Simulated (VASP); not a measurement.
The system is W.

```
W
1.0
     0.00000    2.00602    2.00602
     2.00602    0.00000    2.00602
     2.00602    2.00602    0.00000
W
1
Direct
  0.00000 0.00000 0.00000
```

This isn't the form of W at room conditions, which is bcc.

* Program: VASP 6.6.1
* Task: relaxation of cell and atoms
* Functional: PBE
* Potentials or basis: VASP PAW PBE potentials, release 64 (W_sv)
* Cutoff: 600 eV
* k mesh: 17 × 17 × 17
* Occupations: fermi-dirac, width 0.05 eV
* Spin: no spin polarisation

At the start: pressure 6.1 GPa; volume 16.14 Å³/atom.

Q: Where does the relaxation end?

A: Over 4 steps the energy falls by 6.4 meV/atom and the volume is 16.49 Å³/atom (+2.1 %); space group Fm-3m (No. 225, to 0.1 Å) before and after.

Step by step:
```
step  energy change (eV)  largest force (eV/Å)  pressure (GPa)  volume (Å³)
   1              0.0000                0.0000            6.13        16.15
   2              0.0561                0.0000          -16.56        17.63
   3             -0.0064                0.0000           -0.17        16.50
   4             -0.0064                0.0000           -0.01        16.49
```

Final structure:
```
W
1.0
     0.00000    2.02010    2.02010
     2.02010    0.00000    2.02010
     2.02010    2.02010    0.00000
W
1
Direct
  0.00000 0.00000 0.00000
```
